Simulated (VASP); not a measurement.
# MgSe3: single point with PBE

The system is MgSe3.

```
CELL_PARAMETERS angstrom
7.88261 0.00000 0.00000
-3.94130 6.82654 0.00000
0.00000 0.00000 4.70376
ATOMIC_POSITIONS crystal
Mg 0.33333 0.66667 0.50000
Mg 0.66667 0.33333 0.50000
Se 0.41517 0.41517 0.20531
Se 0.00000 0.58483 0.20531
Se 0.58483 0.00000 0.20531
Se 0.00000 0.41517 0.79469
Se 0.58483 0.58483 0.79469
Se 0.41517 0.00000 0.79469
```

```json
{"Program": "VASP 6.6.1", "Task": "single point", "Functional": "PBE", "Potentials or basis": "VASP PAW PBE potentials, release 64 (Mg, Se)", "Cutoff": "520 eV", "k mesh": "3 × 3 × 6", "Occupations": "gaussian, width 0.1 eV", "Spin": "no spin polarisation", "Dipole correction": "no", "Further INCAR settings": "ALGO = Normal; EDIFF = 1e-07; NBANDS = 30"}
```

```json
{"Pressure": "0.0 GPa", "Largest force": "0.065 eV/Å", "Band gap on the k mesh": "zero (bands 20 and 21 overlap by 1.87 eV)"}
```

Forces in eV/Å, atoms in the order of the input:
```
Mg   0.000  0.000  0.000
Mg   0.000  0.000  0.000
Se  -0.016 -0.028  0.056
Se  -0.016  0.028  0.056
Se   0.033  0.000  0.056
Se   0.016 -0.028 -0.056
Se   0.016  0.028 -0.056
Se  -0.033  0.000 -0.056
```

Stress tensor (GPa, compression positive):
```
-0.06  0.00  0.00
 0.00 -0.06  0.00
 0.00  0.00  0.09
```

Levels at points of the mesh, in eV from the Fermi level:
```
           k point  band 17  band 18  band 19  band 20  band 21  band 22  band 23  band 24
(0.00, 0.00, 0.00)    -1.37    -1.37    -1.27    -0.90    -0.90     1.53     1.53     1.93
(0.00, 0.00, 0.50)    -1.42    -1.42     0.05     0.97     0.97     1.53     2.62     2.62
```

It took 79 s on 1 thread of AMD EPYC 9R45 96-Core Processor (Zen 5) (shared host), peak memory 0.34 GiB.
